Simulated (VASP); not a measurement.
Input of a VASP 6.6.1 run:

File INCAR:

```
PREC     = Accurate       # precision mode
ENCUT    = 520            # plane-wave cutoff, eV
EDIFF    = 1E-7           # SCF threshold, eV
ISMEAR   = -1             # smearing method
SIGMA    = 0.05           # smearing width, eV
LREAL    = F              # projectors in reciprocal space
LASPH    = T              # aspherical terms in the spheres
NELM     = 100            # most SCF steps
ALGO     = Normal         # electronic algorithm
ISIF     = 2              # what is computed and relaxed
LWAVE    = F              # write WAVECAR
LCHARG   = F              # write CHGCAR
GGA      = PS             # functional
NBANDS   = 14             # bands
```

File KPOINTS:

```
Automatic mesh
0
Gamma
  10 10 10
```

File POSCAR:

```
ZrH2
1.0
    0.0000000000      2.4092250000      2.4092250000
    2.4092250000      0.0000000000      2.4092250000
    2.4092250000      2.4092250000      0.0000000000
Zr H
1 2
Direct
    0.0000000000      0.0000000000      0.0000000000
    0.2500000000      0.2500000000      0.2500000000
    0.7500000000      0.7500000000      0.7500000000
```

Potentials or basis: VASP PAW PBE potentials, release 64 (Zr_sv, H).

Command:

```console
$ cat potpaw_PBE.64/Zr_sv/POTCAR potpaw_PBE.64/H/POTCAR > POTCAR
$ mpirun -np 1 vasp_std > vasp.out
```

(1) What does it give for the pressure?

(2) Estimate the band gap on the k mesh.

## Answers

(1) -4.6 GPa.

(2) zero (band 7 reaches 8.72 eV, above the bottom of band 8 at 7.93 eV).

Caveat: the PAW data sets were made with another functional, which shifts forces and pressure a little.
